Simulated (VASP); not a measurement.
# Ir (Fm-3m) in VASP: further runs, part 2 of 2

VASP 6.6.1. Earlier steps stand in the parts before.

### Step 3. Relaxation of cell and atoms, PBEsol, target pressure 25 GPa, at which the enthalpy is minimised

This run uses another cell than the first one, of 13.26 Å³/atom, 1.047 times its volume.

File INCAR:

```
SYSTEM = Ir
PREC     = Accurate       ! precision mode
ENCUT    = 600            ! plane-wave cutoff, eV
EDIFF    = 1E-6           ! SCF threshold, eV
ISMEAR   = 0              ! smearing method
SIGMA    = 0.1            ! smearing width, eV
LREAL    = .False.        ! projectors in reciprocal space
LASPH    = .True.         ! aspherical terms in the spheres
NELM     = 80             ! most SCF steps
ALGO     = Fast           ! electronic algorithm
ISIF     = 3              ! what is computed and relaxed
LWAVE    = .False.        ! write WAVECAR
LCHARG   = .False.        ! write CHGCAR
GGA      = PS             ! functional
IBRION   = 2              ! ionic algorithm
NSW      = 70             ! ionic steps
EDIFFG   = -0.008         ! ionic threshold
PSTRESS  = 250.0
```

File KPOINTS:

```
Automatic mesh
0
Gamma
  18 18 18
  0 0 0
```

File POSCAR:

```
Ir
1.0
    0.0000000000      1.8787129438      1.8787129438
    1.8787129438      0.0000000000      1.8787129438
    1.8787129438      1.8787129438      0.0000000000
Ir
1
Direct
    0.0000000000      0.0000000000      0.0000000000
```

Potentials or basis: VASP PAW PBE potentials, release 64 (Ir).

Launch:

```
$ cat potpaw_PBE.64/Ir/POTCAR > POTCAR
$ mpirun -np 1 vasp_std > vasp.out
```

OUTCAR:

```text
SYSTEM = Ir
   PREC = Accurate
   ENCUT = 600
   EDIFF = 1E-6
   ISMEAR = 0
   LREAL = .False.
   LASPH = .True.
   NELM = 80
   ISIF = 3
   GGA = PS
   IBRION = 2
   NSW = 70
   EDIFFG = -0.008
   PSTRESS = 250.0

 ion  position               nearest neighbor table
   1  0.000  0.000  0.000-

  LATTYP: Found a face centered cubic cell.
 ALAT       =     3.7574258876

  Lattice vectors:

 A1 = (   0.0000000000,   1.8787129438,   1.8787129438)
 A2 = (   1.8787129438,   0.0000000000,   1.8787129438)
 A3 = (   1.8787129438,   1.8787129438,   0.0000000000)

Analysis of symmetry for initial positions (statically):
=====================================================================
 Subroutine PRICEL returns:
 Original cell was already a primitive cell.

[... 249 lines left out ...]
  ---------------------------------------------------
  free energy    TOTEN  =        -9.76743342 eV

  energy without entropy =       -9.76288840  energy(sigma->0) =       -9.76516091

 E-fermi :  11.3659     XC(G=0): -14.4550

 val. band max:       11.3547278229   @ k =   0.5000   0.2222   0.1111
 cond. band min:      11.3803443327   @ k =   0.3333   0.1111   0.0556
 fundamental gap:      0.0256165098
 Fermi energy:        11.3659314754

 k-point     1 :       0.0000    0.0000    0.0000
  band No.  band energies     occupation
      1      -0.5323      2.00000
      2       7.0436      2.00000
      3       7.0436      2.00000
      4       7.0436      2.00000
      5      10.0291      2.00000
      6      10.0291      2.00000
      7      25.5021      0.00000
      8      31.4410      0.00000
[... 243 lines left out ...]
 k-point    24 :      -0.2222    0.0556    0.0000
  band No.  band energies     occupation
      1       1.7965      2.00000
      2       6.3199      2.00000
      3       7.5419      2.00000
      4       7.6420      2.00000
      5       9.6854      2.00000
      6      10.6434      2.00000
      7      25.6731      0.00000
      8      28.6270      0.00000

 [... further k-points ...]
[... 5 lines left out ...]
  --------------------------------------------------------------------------------------
  -------------------------------------------------------------------------------------
  Total        2.0762617      2.0762617      2.0762617      0.0000000      0.0000000      0.0000000
  in kB      249.6485007    249.6485007    249.6485007      0.0000000      0.0000000      0.0000000
  external PRESSURE =      -0.3514993 kB  Pullay stress =     250.0000000 kB
[... 20 lines left out ...]
  energy  without entropy=       -9.7628884024  energy(sigma->0) =       -9.76516091

  enthalpy is  TOTEN    =        -7.6882483845 eV   P V=        2.0791850392

 reached required accuracy - stopping structural energy minimisation
```

CONTCAR:

```text
Ir
   1.00000000000000
     0.0000000000000000    1.8816748193402393    1.8816748193402393
     1.8816748193402393    0.0000000000000000    1.8816748193402393
     1.8816748193402393    1.8816748193402393    0.0000000000000000
  Ir
     1
Direct
     0.0000000000000000    0.0000000000000000    0.0000000000000000

  0.00000000E+00  0.00000000E+00  0.00000000E+00
```

It took 78 s on 1 thread of AMD EPYC 7R43 (Zen 3), shared host; peak memory 0.14 GiB.

Results:

- Free energy: -9.7674 eV
- Relaxed volume: 13.32 Å³/atom
- Relaxed cell: a = 2.661 Å, b = 2.661 Å, c = 2.661 Å, α = 60.00°, β = 60.00°, γ = 60.00°
- Space group after relaxing (to 0.05 Å): Fm-3m (No. 225)
- Energy change on relaxing (the enthalpy is what falls): -10.2 meV/atom
- Ionic steps: 3
- Pressure after relaxing: 25.0 GPa

The path:
| step | energy change (eV) | largest force (eV/Å) | pressure (GPa) | volume (Å³) |
| --- | --- | --- | --- | --- |
| 1 | 0.0000 | 0.0000 | 27.55 | 13.26 |
| 2 | -0.0505 | 0.0000 | 12.71 | 13.67 |
| 3 | -0.0102 | 0.0000 | 24.96 | 13.32 |

Final structure:
```
Ir
1.0
     0.00000    1.88167    1.88167
     1.88167    0.00000    1.88167
     1.88167    1.88167    0.00000
Ir
1
Direct
  0.00000 0.00000 0.00000
```

Caveat: the cell is relaxed towards a set pressure, so the enthalpy falls and the energy may rise; the PAW data sets were made with another functional, which shifts forces and pressure a little; spin-orbit coupling is left out, which moves the levels of the heavy elements.

### Step 4. Relaxation of cell and atoms, PBEsol, target pressure 12 GPa, at which the enthalpy is minimised

This run uses another cell than the first one, of 13.64 Å³/atom, 1.077 times its volume.

File INCAR:

```
ALGO = Normal
EDIFF = 1E-6
EDIFFG = -0.008
ENCUT = 600
GGA = PS
IBRION = 2
ISIF = 3
ISMEAR = 0
LASPH = True
LCHARG = False
LREAL = False
LWAVE = False
NELM = 80
NSW = 70
PREC = Accurate
PSTRESS = 120.0
SIGMA = 0.1
```

File KPOINTS:

```
k-points
0
Gamma
  18 18 18
```

File POSCAR:

```
Ir
1.0
    0.0000000000      1.8964821336      1.8964821336
    1.8964821336      0.0000000000      1.8964821336
    1.8964821336      1.8964821336      0.0000000000
Ir
1
Direct
    0.0000000000      0.0000000000      0.0000000000
```

Potentials or basis: VASP PAW PBE potentials, release 64 (Ir).

Launch:

```
$ cat potpaw_PBE.64/Ir/POTCAR > POTCAR
$ mpirun -np 1 vasp_std > vasp.out
```

OUTCAR:

```text
EDIFF = 1E-6
   EDIFFG = -0.008
   ENCUT = 600
   GGA = PS
   IBRION = 2
   ISIF = 3
   ISMEAR = 0
   LASPH = True
   LREAL = False
   NELM = 80
   NSW = 70
   PREC = Accurate
   PSTRESS = 120.0

 ion  position               nearest neighbor table
   1  0.000  0.000  0.000-

  LATTYP: Found a face centered cubic cell.
 ALAT       =     3.7929642672

  Lattice vectors:

 A1 = (   0.0000000000,   1.8964821336,   1.8964821336)
 A2 = (   1.8964821336,   0.0000000000,   1.8964821336)
 A3 = (   1.8964821336,   1.8964821336,   0.0000000000)

Analysis of symmetry for initial positions (statically):
=====================================================================
 Subroutine PRICEL returns:
 Original cell was already a primitive cell.
[... 248 lines left out ...]
  ext. energy  EPLUGINS =         0.00000000
  ---------------------------------------------------
  free energy    TOTEN  =        -9.80893702 eV

  energy without entropy =       -9.80415456  energy(sigma->0) =       -9.80654579

 E-fermi :  10.8715     XC(G=0): -14.2956

 val. band max:       10.8623022264   @ k =   0.5000   0.2222   0.1111
 cond. band min:      10.8832648076   @ k =   0.3333   0.1111   0.0556
 fundamental gap:      0.0209625812
 Fermi energy:        10.8714538045

 k-point     1 :       0.0000    0.0000    0.0000
  band No.  band energies     occupation
      1      -0.7226      2.00000
      2       6.7249      2.00000
      3       6.7249      2.00000
      4       6.7249      2.00000
      5       9.5864      2.00000
      6       9.5864      2.00000
      7      25.0774      0.00000
      8      30.8508      0.00000
[... 243 lines left out ...]
 k-point    24 :      -0.2222    0.0556    0.0000
  band No.  band energies     occupation
      1       1.5570      2.00000
      2       6.0231      2.00000
      3       7.2059      2.00000
      4       7.3029      2.00000
      5       9.2651      2.00000
      6      10.1793      2.00000
      7      25.0931      0.00000
      8      27.9721      0.00000

 [... further k-points ...]
[... 5 lines left out ...]
  --------------------------------------------------------------------------------------
  -------------------------------------------------------------------------------------
  Total        1.0271366      1.0271366      1.0271366      0.0000000      0.0000000      0.0000000
  in kB      120.2234625    120.2234625    120.2234625      0.0000000      0.0000000      0.0000000
  external PRESSURE =       0.2234625 kB  Pullay stress =     120.0000000 kB
[... 20 lines left out ...]
  energy  without entropy=       -9.8041545551  energy(sigma->0) =       -9.80654579

  enthalpy is  TOTEN    =        -8.7837096189 eV   P V=        1.0252274057

 reached required accuracy - stopping structural energy minimisation
```

CONTCAR:

```text
Ir
   1.00000000000000
    -0.0000000000000000    1.8986278595213268    1.8986278595213268
     1.8986278595213268   -0.0000000000000000    1.8986278595213268
     1.8986278595213268    1.8986278595213268    0.0000000000000000
  Ir
     1
Direct
     0.0000000000000000    0.0000000000000000    0.0000000000000000

  0.00000000E+00  0.00000000E+00  0.00000000E+00
```

Run time: 50 s. Hardware: 1 thread of AMD EPYC 7R43 (Zen 3), shared host; peak memory 0.15 GiB.

What came out:

```yaml
Free_energy: -9.8089 eV
Relaxed_volume: 13.69 Å³/atom
Relaxed_cell: a = 2.685 Å, b = 2.685 Å, c = 2.685 Å, α = 60.00°, β = 60.00°, γ = 60.00°
Space_group_after_relaxing_to_0.05_Å: Fm-3m (No. 225)
Energy_change_on_relaxing_the_enthalpy_is_what_falls: -3.7 meV/atom
Ionic_steps: 3
Pressure_after_relaxing: 12.0 GPa
```

Step by step:
| step | energy change (eV) | largest force (eV/Å) | pressure (GPa) | volume (Å³) |
| --- | --- | --- | --- | --- |
| 1 | 0.0000 | 0.0000 | 13.50 | 13.64 |
| 2 | -0.0149 | 0.0000 | 5.53 | 13.89 |
| 3 | -0.0037 | 0.0000 | 12.02 | 13.69 |

Final structure:
```cif
data_structure
_symmetry_space_group_name_H-M 'P 1'
_symmetry_Int_Tables_number 1
_cell_length_a 2.6851
_cell_length_b 2.6851
_cell_length_c 2.6851
_cell_angle_alpha 60.000
_cell_angle_beta 60.000
_cell_angle_gamma 60.000
_cell_volume 13.69
loop_
_atom_site_label
_atom_site_type_symbol
_atom_site_fract_x
_atom_site_fract_y
_atom_site_fract_z
_atom_site_occupancy
Ir1 Ir 0.00000 0.00000 0.00000 1
```

Caveat: the cell is relaxed towards a set pressure, so the enthalpy falls and the energy may rise; the PAW data sets were made with another functional, which shifts forces and pressure a little; spin-orbit coupling is left out, which moves the levels of the heavy elements.

### Step 5. Summary

```csv
cell,gap on the mesh (eV),pressure (GPa)
"relaxed to 50 GPa from a = 2.616 Å, angles 60.0°, 1 atom",none,50.0
"relaxed to 25 GPa from a = 2.657 Å, angles 60.0°, 1 atom",none,25.0
"relaxed to 12 GPa from a = 2.682 Å, angles 60.0°, 1 atom",none,12.0
```

Alike in all rows: task relaxation of cell and atoms; level PBEsol; potentials or basis VASP PAW PBE potentials, release 64 (Ir); no spin polarisation; k mesh 18 × 18 × 18; cutoff (eV) 600; smearing gaussian 0.1 eV.

Caveats: the cell is relaxed towards a set pressure, so the enthalpy falls and the energy may rise; the PAW data sets were made with another functional, which shifts forces and pressure a little; spin-orbit coupling is left out, which moves the levels of the heavy elements.

Total energies depend on the potentials used, so only differences within one code and one set of settings carry meaning.
